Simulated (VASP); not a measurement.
# C (P-1) in VASP: further runs

Runs on C. Level: PBEsol+D3(BJ). Tasks: single point.

Program: VASP 6.6.1. These are calculated values, not measurements. Logs are shortened: lines on timing, memory, paths and dates and some standing lists are left out, and cuts for length are marked.

### 1 The cell of the first run

The typed cell holds 2 atoms: a = 3.547 Å, b = 3.547 Å, c = 3.547 Å, α = 40.20°, β = 40.20°, γ = 40.20°.

### 2 Single point, PBEsol+D3(BJ)

The input, INCAR:

```
SYSTEM = C
PREC = Accurate
ENCUT = 520
EDIFF = 1E-6
ISMEAR = 0
SIGMA = 0.05
LREAL = .False.
LASPH = .True.
NELM = 60
ALGO = Normal
ISIF = 2
LWAVE = .False.
LCHARG = .False.
GGA = PS
IVDW = 12
NBANDS = 11
```

The input, KPOINTS:

```
Automatic mesh
0
Gamma
  15 15 15
  0 0 0
```

The input, POSCAR:

```
C
1.0
    1.2188450278      0.7037005049      3.2557198513
   -1.2188450278      0.7037005049      3.2557198513
    0.0000000000     -1.4074010098      3.2557198513
C
2
Direct
    0.1584472250      0.1747200074      0.1665836162
    0.8415527750      0.8252799926      0.8334163838
```

Potentials or basis: VASP PAW PBE potentials, release 64 (C).

Launch:

```bash
$ cat potpaw_PBE.64/C/POTCAR > POTCAR
$ mpirun -np 1 vasp_std > vasp.out
```

OUTCAR:

```text
SYSTEM = C
   PREC = Accurate
   ENCUT = 520
   EDIFF = 1E-6
   ISMEAR = 0
   LREAL = .False.
   LASPH = .True.
   NELM = 60
   ISIF = 2
   GGA = PS
   IVDW = 12
 IVDW          = 12

 ion  position               nearest neighbor table
   1  0.158  0.175  0.167-   2 1.37   2 1.41   2 1.44
   2  0.842  0.825  0.833-   1 1.37   1 1.41   1 1.44

  LATTYP: Found a trigonal (rhomboedric) cell.
 ALAT       =     3.5468985540
 COS(alpha) =     0.7638274378

  Lattice vectors:

 A1 = (   1.2188450278,   0.7037005049,   3.2557198513)
 A2 = (  -1.2188450278,   0.7037005049,   3.2557198513)
 A3 = (   0.0000000000,  -1.4074010098,   3.2557198513)

Analysis of symmetry for initial positions (statically):
=====================================================================
 Subroutine PRICEL returns:
 Original cell was already a primitive cell.

 Routine SETGRP: Setting up the symmetry group for a
 trigonal (rhombohedral) supercell.

 Subroutine GETGRP returns: Found  2 space group operations
 (whereof  2 operations were pure point group operations)
 out of a pool of 12 trial point group operations.

The static configuration has the point symmetry S_2 .

Analysis of symmetry for dynamics (positions and initial velocities):
=====================================================================
 Subroutine PRICEL returns:
 Original cell was already a primitive cell.

 Routine SETGRP: Setting up the symmetry group for a
 trigonal (rhombohedral) supercell.

 Subroutine GETGRP returns: Found  2 space group operations
 (whereof  2 operations were pure point group operations)
 out of a pool of 12 trial point group operations.

The dynamic configuration has the point symmetry S_2 .

 Subroutine INISYM returns: Found  2 space group operations
 (whereof  2 operations are pure point group operations),
 and found     1 'primitive' translations

----------------------------------------------------------------------------------------

                                     Primitive cell

  volume of cell :      16.7546

  direct lattice vectors                    reciprocal lattice vectors
     1.218845028  0.703700505  3.255719851     0.410224424  0.236843182  0.102383912
    -1.218845028  0.703700505  3.255719851    -0.410224424  0.236843182  0.102383912
     0.000000000 -1.407401010  3.255719851     0.000000000 -0.473686364  0.102383912

  length of vectors
     3.546898554  3.546898554  3.546898554     0.484624841  0.484624841  0.484624841

  position of ions in fractional coordinates (direct lattice)
     0.158447225  0.174720007  0.166583616
     0.841552775  0.825279993  0.833416384

  ion indices of the primitive-cell ions
   primitive index   ion index
                 1           1
                 2           2

----------------------------------------------------------------------------------------

 KPOINTS: Automatic mesh

Automatic generation of k-mesh.
 Grid dimensions read from file:
 generate k-points for:   15   15   15

 Generating k-lattice:

  Cartesian coordinates                     Fractional coordinates (reciprocal lattice)
     0.027348295  0.015789545  0.006825594     0.066666667 -0.000000000 -0.000000000
    -0.027348295  0.015789545  0.006825594    -0.000000000  0.066666667 -0.000000000
     0.000000000 -0.031579091  0.006825594    -0.000000000 -0.000000000  0.066666667

  Length of vectors
     0.032308323  0.032308323  0.032308323

  Shift w.r.t. Gamma in fractional coordinates (k-lattice)
     0.000000000  0.000000000  0.000000000

 Subroutine IBZKPT returns following result:
 ===========================================

 Found   1688 irreducible k-points:

 Following reciprocal coordinates:
            Coordinates               Weight
  0.000000  0.000000  0.000000      1.000000
  0.066667 -0.000000  0.000000      2.000000
 -0.000000  0.066667  0.000000      2.000000
  0.000000  0.000000  0.066667      2.000000
  0.133333  0.000000 -0.000000      2.000000
  0.000000  0.133333 -0.000000      2.000000
[... 16 lines left out ...]
  0.066667  0.066667  0.000000      2.000000
 -0.066667  0.000000 -0.066667      2.000000
 [... further k-points ...]
   k-points           NKPTS =   1688   k-points in BZ     NKDIM =   1688   number of bands    NBANDS=     11
   number of dos      NEDOS =    301   number of ions     NIONS =      2
   total plane-waves  NPLWV =  21952
   dimension x,y,z NGX =    28 NGY =   28 NGZ =   28
   dimension x,y,z NGXF=    56 NGYF=   56 NGZF=   56
   ions per type =               2
   NGX,Y,Z   is equivalent  to a cutoff of  13.12, 13.12, 13.12 a.u.
   NGXF,Y,Z  is equivalent  to a cutoff of  26.25, 26.25, 26.25 a.u.
 SYSTEM =  C
   PREC   = accura    normal or accurate (medium, high low for compatibility)
   ISTART =      0    job   : 0-new  1-cont  2-samecut
   ICHARG =      2    charge: 1-file 2-atom 10-const
   ISPIN  =      1    spin polarized calculation?
   LNONCOLLINEAR =      F non collinear calculations
   LSORBIT =      F    spin-orbit coupling
   LASPH  =      T    aspherical Exc in radial PAW
   ENCUT  =  520.0 eV  38.22 Ry    6.18 a.u.   6.59  6.59  6.59*2*pi/ulx,y,z
   NELM   =     60;   NELMIN=  2; NELMDL= -5     # of ELM steps
   EDIFF  = 0.1E-05   stopping-criterion for ELM
   LREAL  =      F    real-space projection
   EDIFFG = 0.1E-04   stopping-criterion for IOM
   NSW    =      0    number of steps for IOM
   IBRION =     -1    ionic relax: 0-MD 1-quasi-New 2-CG
   NFREE  =      0    steps in history (QN), initial steepest desc. (CG)
   ISIF   =      2    stress and relaxation
   ISYM   =      2    0-nonsym 1-usesym 2-fastsym
   POTIM  = 0.5000    time-step for ionic-motion
   TEBEG  =    0.0;   TEEND  =   0.0 temperature during run
   PSTRESS=    0.0 pullay stress
   NELECT =       8.0000    total number of electrons
   NUPDOWN=      -1.0000    fix difference up-down
   EMIN   =  10.00;   EMAX   =-10.00  energy-range for DOS
   EFERMI =   0.00;   METHOD = LEGACY
   ISMEAR =     0;   SIGMA  =   0.05  broadening in eV -4-tet -1-fermi 0-gaus
   EFERMI_NEDOS =   21; number of points for ismear=-14 and -15
   IALGO  =     38    algorithm
   IMIX   =      4    mixing-type and parameters
     AMIX     =   0.40;   BMIX     =  1.00
     AMIX_MAG =   1.60;   BMIX_MAG =  1.00
  volume/ion in A,a.u.               =       8.38        56.53
  Fermi-wavevector in a.u.,A,eV,Ry     =   1.279558  2.418014 22.276390  1.637268
  Thomas-Fermi vector in A             =   2.412036
   LORBIT       =      0    0 simple, 1 ext, 2 COOP (PROOUT), +10 PAW based schemes
   GGA     = PS    functional components
   LHFCALC =     F    Hartree Fock is set to
   AEXX    =    0.0000 exact exchange contribution
   IVDW    =    12    specifies the selected vdW correction
   LEPSILON=     F    determine dielectric tensor
   LRPA    =     F    only Hartree local field effects (RPA)
 non-spin polarized calculation
 Gauss-broadening in eV      SIGMA  =   0.05
  energy-cutoff  :      520.00
  volume of cell :       16.75
 maximum number of plane-waves:       464
   NGX = 13   NGY = 13   NGZ = 13

 number of electron       8.0000000 magnetization

 Free energy of the ion-electron system (eV)
  ---------------------------------------------------
  ext. energy  EPLUGINS =         0.00000000
  ---------------------------------------------------
  free energy    TOTEN  =       -19.22049524 eV

  energy without entropy =      -19.22049519  energy(sigma->0) =      -19.22049521

 E-fermi :   5.0435     XC(G=0): -10.8256

 val. band max:        4.9159763601   @ k =   0.4000   0.0667  -0.2667
 cond. band min:       5.1710199291   @ k =   0.4000   0.0667  -0.2667
 fundamental gap:      0.2550435690
 Fermi energy:         5.0434976195

 k-point     1 :       0.0000    0.0000    0.0000
  band No.  band energies     occupation
      1     -14.8507      2.00000
      2      -1.5515      2.00000
      3       1.5287      2.00000
      4       2.7583      2.00000
      5       9.2474      0.00000
      6      12.8578      0.00000
      7      14.4475      0.00000
      8      16.8514      0.00000
      9      18.6467      0.00000
     10      27.9682      0.00000
     11      31.5761      0.00000

 k-point     2 :       0.0667   -0.0000    0.0000
  band No.  band energies     occupation
      1     -14.7401      2.00000
      2      -1.4441      2.00000
      3       1.3116      2.00000
      4       2.2989      2.00000
      5       9.4009      0.00000
      6      13.0089      0.00000
      7      14.8770      0.00000
      8      16.4757      0.00000
      9      18.7995      0.00000
     10      28.3193      0.00000
     11      30.2645      0.00000

 k-point     3 :      -0.0000    0.0667    0.0000
  band No.  band energies     occupation
      1     -14.7411      2.00000
      2      -1.4405      2.00000
      3       1.1508      2.00000
      4       2.4787      2.00000
      5       9.4049      0.00000
      6      13.3021      0.00000
      7      14.4948      0.00000
      8      16.4387      0.00000
      9      18.8475      0.00000
     10      28.3452      0.00000
     11      30.6240      0.00000

 k-point     4 :       0.0000    0.0000    0.0667
  band No.  band energies     occupation
      1     -14.7406      2.00000
      2      -1.4422      2.00000
      3       1.2124      2.00000
      4       2.4134      2.00000
      5       9.4032      0.00000
      6      13.0733      0.00000
      7      14.7682      0.00000
      8      16.4570      0.00000
      9      18.8194      0.00000
     10      28.3302      0.00000
     11      30.3970      0.00000
[... 239 lines left out ...]
 k-point    22 :      -0.0000   -0.0000    0.4667
  band No.  band energies     occupation
      1      -9.7273      2.00000
      2      -7.9580      2.00000
      3      -1.2908      2.00000
      4       2.9300      2.00000
      5       7.3127      0.00000
      6      12.9540      0.00000
      7      16.4123      0.00000
      8      18.2632      0.00000
      9      23.8602      0.00000
     10      25.2623      0.00000
     11      25.6039      0.00000

 k-point    23 :       0.0667    0.0667    0.0000
  band No.  band energies     occupation
      1     -14.7355      2.00000
      2      -1.4848      2.00000
      3       1.2130      2.00000
      4       2.4126      2.00000
      5       9.4850      0.00000
      6      13.0695      0.00000
      7      14.7684      0.00000
      8      16.4566      0.00000
      9      18.8180      0.00000
     10      28.3259      0.00000
     11      30.2151      0.00000

 k-point    24 :      -0.0667    0.0000   -0.0667
  band No.  band energies     occupation
      1     -14.7361      2.00000
      2      -1.4829      2.00000
      3       1.1546      2.00000
      4       2.4739      2.00000
      5       9.4865      0.00000
      6      13.3027      0.00000
      7      14.4878      0.00000
      8      16.4373      0.00000
      9      18.8542      0.00000
     10      28.3287      0.00000
     11      30.4565      0.00000

 [... further k-points ...]

------------------------ aborting loop because EDIFF is reached ----------------------------------------

 Edisp (eV)   -0.22682

 E8    (eV) :    -0.1103

  FORCE on cell =-STRESS in cart. coord.  units (eV):
  Direction    XX          YY          ZZ          XY          YZ          ZX
  --------------------------------------------------------------------------------------
  -------------------------------------------------------------------------------------
  Total       1.50786     1.46216     0.02679    -0.61211    -0.00053    -0.00233
  in kB     144.19044   139.82090     2.56206   -58.53340    -0.05045    -0.22328
  external pressure =       95.52 kB  Pullay stress =        0.00 kB

 VOLUME and BASIS-vectors are now :
 -----------------------------------------------------------------------------
  energy-cutoff  :      520.00
  volume of cell :       16.75
      direct lattice vectors                 reciprocal lattice vectors
     1.218845028  0.703700505  3.255719851     0.410224424  0.236843182  0.102383912
    -1.218845028  0.703700505  3.255719851    -0.410224424  0.236843182  0.102383912
     0.000000000 -1.407401010  3.255719851     0.000000000 -0.473686364  0.102383912

 POSITION                                       TOTAL-FORCE (eV/Angst)
 -----------------------------------------------------------------------------------
     -0.01983     -0.00000      1.62705         2.341409     -0.119298      0.000845
      0.01983      0.00000      8.14011        -2.341409      0.119298     -0.000845
 -----------------------------------------------------------------------------------
    total drift:                                0.000000     -0.000000     -0.000000

  FREE ENERGIE OF THE ION-ELECTRON SYSTEM (eV)
  ---------------------------------------------------
  free  energy   TOTEN  =       -19.4473196555 eV

  energy  without entropy=      -19.4473196055  energy(sigma->0) =      -19.44731963
```

Run time: 2.7 min. Hardware: 1 thread of Intel Xeon 6975P-C (Granite Rapids), shared host; peak memory 0.37 GiB.

Results:

- Free energy: -19.4473 eV
- Pressure: 9.6 GPa
- Largest force: 2.344 eV/Å
- Band gap on the k mesh: 0.26 eV, direct
- Dispersion energy per atom: -0.113 eV

Forces on the atoms (eV/Å):
```
C    2.341 -0.119  0.001
C   -2.341  0.119 -0.001
```

Levels at points of the mesh, in eV from the valence-band top:
```
           k point  band 2  band 3  band 4  band 5  band 6  band 7
(0.00, 0.00, 0.00)   -6.47   -3.39   -2.16    4.33    7.94    9.53
```

Caveat: the PAW data sets were made with another functional, which shifts forces and pressure a little.

(Part 1 of 3 ends here.)
